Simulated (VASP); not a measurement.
Ni, 2 atoms in the cell. Symmetry: Im-3m, No. 229, cubic system. Conventional cell: a = 2.718 Å, b = 2.718 Å, c = 2.718 Å, α = 90.00°, β = 90.00°, γ = 90.00°. Within 3.1 Å of Ni (site symmetry m-3m) lie 14 Ni at 2.35 to 2.72 Å. This isn't the form of Ni at room conditions, which is fcc.

* Program: VASP 6.6.1
* Task: single point
* Functional: LDA
* Potentials or basis: VASP PAW LDA potentials, release 64 (Ni)
* Cutoff: 520 eV
* k mesh: 20 × 20 × 12
* Occupations: gaussian, width 0.15 eV
* Spin: no spin polarisation
* Dipole correction: no
* Further INCAR settings: ALGO = Fast; EDIFF = 1e-06; NBANDS = 17

Potentials or basis: VASP PAW LDA potentials, release 64 (Ni).

Launch:

```sh
$ cat potpaw_LDA.64/Ni/POTCAR > POTCAR
$ mpirun -np 1 vasp_std > vasp.out
```

Hardware: 1 thread of AMD EPYC 7R13 Processor (Zen 3) (shared host).

**Question.** How long does it take, and how much memory?

**Answer.** It took 2.9 min on 1 thread of AMD EPYC 7R13 Processor (Zen 3), on a shared host, peak memory 0.27 GiB. Counts: scf iterations 14, k points 777.
